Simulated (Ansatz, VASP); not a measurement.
# One calculation of Ti, two programs

The input INCAR:

```
  ALGO = Normal
  EDIFF = 1E-6
  ENCUT = 500
  GGA = PE
  GGA_COMPAT = F
  ISIF = 2
  ISMEAR = 0
  LASPH = T
  LCHARG = F
  LREAL = F
  LWAVE = F
  NBANDS = 12
  NELM = 120
  PREC = Accurate
  SIGMA = 0.1
```

KPOINTS

```
k-points
0
Gamma
  6 6 6
```

Contents of POSCAR:

```
Ti
1.0
    0.0000000000      2.0300000000      2.0300000000
    2.0300000000      0.0000000000      2.0300000000
    2.0300000000      2.0300000000      0.0000000000
Ti
1
Direct
    0.0000000000      0.0000000000      0.0000000000
```

Input for Ansatz:

```yaml
crystal:
  lattice:
    - [0.0, 2.03, 2.03]
    - [2.03, 0.0, 2.03]
    - [2.03, 2.03, 0.0]
  atoms:
    - { symbol: Ti, position: [0.0, 0.0, 0.0] }
basis:
  ecutwfc: 420
  ecutrho_ratio: 10
kpoints:
  mp_grid: { grid: [6, 6, 6] }
hamiltonian:
  xc: pbe
scf:
  occupations: { method: gaussian, width: 0.1 }
output:
  forces: true
  stress: true
  eigenvalues: true
```

Alike in both runs: task single point; functional PBE; k mesh 6 × 6 × 6; occupations gaussian, width 0.1 eV; no spin polarisation.

|  | VASP | Ansatz |
| --- | --- | --- |
| version | VASP 6.6.1 | Ansatz 0.2.0 |
| potentials or method | VASP PAW PBE potentials, release 64 (Ti_sv), cutoff 500 eV | scalar-relativistic, plane waves, PAW |
| valence electrons in the cell | 12 | 12 |

```csv
,VASP,Ansatz,Ansatz less VASP
gap on the k mesh at the Fermi level (eV),none,none,-
pressure (GPa),4.7,5.1,+0.34
```

A gap of «none» marks a metal or a gap that the smearing closes.

The k mesh is coarse, so the values compare programs but aren't converged.
